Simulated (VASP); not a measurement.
Input of a VASP 6.6.1 run:

File INCAR:

```
SYSTEM = SnO
ALGO     = Normal         ! electronic algorithm
EDIFF    = 1E-6           ! SCF threshold, eV
ENCUT    = 520            ! plane-wave cutoff, eV
GGA      = PS             ! functional
ISIF     = 2              ! what is computed and relaxed
ISMEAR   = 0              ! smearing method
LASPH    = .TRUE.         ! aspherical terms in the spheres
LCHARG   = .FALSE.        ! write CHGCAR
LREAL    = .FALSE.        ! projectors in reciprocal space
LWAVE    = .FALSE.        ! write WAVECAR
NBANDS   = 28             ! bands
NELM     = 100            ! most SCF steps
PREC     = Accurate       ! precision mode
SIGMA    = 0.15           ! smearing width, eV
```

File KPOINTS:

```
k-points
0
G
  10 10 8
  0 0 0
```

The input POSCAR:

```
SnO
1.0
    3.5380000000      0.0000000000      0.0000000000
    0.0000000000      3.5380000000      0.0000000000
    0.0000000000      0.0000000000      4.6318000000
Sn O
2 2
Direct
    0.0000000000      0.5000000000      0.2424656060
    0.5000000000      0.0000000000      0.7575343940
    0.0000000000      0.0000000000      0.0000000000
    0.5000000000      0.5000000000      0.0000000000
```

Potentials or basis: VASP PAW PBE potentials, release 64 (Sn_d, O).

Launch:

```bash
$ cat potpaw_PBE.64/Sn_d/POTCAR potpaw_PBE.64/O/POTCAR > POTCAR
$ mpirun -np 1 vasp_std > vasp.out
```

(1) What does it give for the pressure?

(2) Estimate the largest force.

Results:

(1) 25.9 GPa.

(2) 3.057 eV/Å.

Caveat: the cell stands under pressure; the PAW data sets were made with another functional, which shifts forces and pressure a little.
